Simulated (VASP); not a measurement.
Input of a VASP 6.6.1 run:

Contents of INCAR:

```
SYSTEM = CsCdCl3
PREC     = Accurate       ! precision mode
ENCUT    = 500            ! plane-wave cutoff, eV
EDIFF    = 1E-7           ! SCF threshold, eV
ISMEAR   = 0              ! smearing method
SIGMA    = 0.02           ! smearing width, eV
LREAL    = .FALSE.        ! projectors in reciprocal space
LASPH    = .TRUE.         ! aspherical terms in the spheres
NELM     = 120            ! most SCF steps
ALGO     = Normal         ! electronic algorithm
ISIF     = 3              ! what is computed and relaxed
LWAVE    = .FALSE.        ! write WAVECAR
LCHARG   = .FALSE.        ! write CHGCAR
IBRION   = 2              ! ionic algorithm
NSW      = 70             ! ionic steps
EDIFFG   = -0.008         ! ionic threshold
PSTRESS  = 400.0        
GGA_COMPAT= .FALSE.      
NELMIN   = 4
```

File KPOINTS:

```
regular mesh
0
G
  6 6 6
  0 0 0
```

Contents of POSCAR:

```
CsCdCl3
1.0
    4.5774646387      0.0000000000      0.0000000000
    0.0000000000      4.5774646387      0.0000000000
    0.0000000000      0.0000000000      4.5774646387
Cs Cd Cl
1 1 3
Direct
    0.0000000000      0.0000000000      0.0000000000
    0.5000000000      0.5000000000      0.5000000000
    0.0000000000      0.5000000000      0.5000000000
    0.5000000000      0.0000000000      0.5000000000
    0.5000000000      0.5000000000      0.0000000000
```

Potentials or basis: VASP PAW LDA potentials, release 64 (Cs_sv, Cd, Cl).

Launch:

```sh
$ cat potpaw_LDA.64/Cs_sv/POTCAR potpaw_LDA.64/Cd/POTCAR potpaw_LDA.64/Cl/POTCAR > POTCAR
$ mpirun -np 1 vasp_std > vasp.out
```

Problem. Estimate the relaxed cell.

Solution. a = 4.524 Å, b = 4.524 Å, c = 4.524 Å, α = 90.00°, β = 90.00°, γ = 90.00°.

Problem. What does it give for the relaxed volume?

Solution. 18.52 Å³/atom.

Problem. Estimate the band gap on the k mesh.

Solution. 1.81 eV, indirect (least direct gap 3.90 eV).

Problem. What does it give for the space group after relaxing (to 0.05 Å)?

Solution. Pm-3m (No. 221).

The path:
```csv
step,energy change (eV),largest force (eV/Å),pressure (GPa),volume (Å³)
1,0.0000,0.0000,33.25,95.91
2,3.0539,0.0000,59.93,85.13
3,0.7332,0.0000,39.78,92.69
4,0.7566,0.0000,39.99,92.59
```

Caveat: the cell is relaxed towards a set pressure, so the enthalpy falls and the energy may rise; spin-orbit coupling is left out, which moves the levels of the heavy elements. A k mesh can miss the band edges.
